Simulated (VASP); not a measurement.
A run of VASP 6.6.1:

Contents of INCAR:

```
SYSTEM = TiAl3
ALGO = Fast
EDIFF = 1E-6
ENCUT = 520
GGA = PE
ISIF = 2
ISMEAR = 0
LASPH = .True.
LCHARG = .False.
LREAL = .False.
LWAVE = .False.
NBANDS = 18
NELM = 80
PREC = Accurate
SIGMA = 0.1
```

KPOINTS

```
k-points
0
Gamma
  16 16 16
  0 0 0
```

File POSCAR:

```
TiAl3
1.0
   -1.8649300823      1.8649300823      4.1700967692
    1.8649300823     -1.8649300823      4.1700967692
    1.8649300823      1.8649300823     -4.1700967692
Ti Al
1 3
Direct
    0.0000000000      0.0000000000      0.0000000000
    0.5000000000      0.5000000000      0.0000000000
    0.7500000000      0.2500000000      0.5000000000
    0.2500000000      0.7500000000      0.5000000000
```

Potentials or basis: VASP PAW PBE potentials, release 64 (Ti_sv, Al).

Launch:

```sh
$ cat potpaw_PBE.64/Ti_sv/POTCAR potpaw_PBE.64/Al/POTCAR > POTCAR
$ mpirun -np 1 vasp_std > vasp.out
```

Hardware: 1 thread of Intel Xeon 8259CL, with other jobs on the host.

Task: Estimate the wall time of this run.

Result: It took 33 min on 1 thread of Intel Xeon 8259CL, with other jobs on the host, peak memory 0.51 GiB. Counts: scf iterations 27, k points 349.
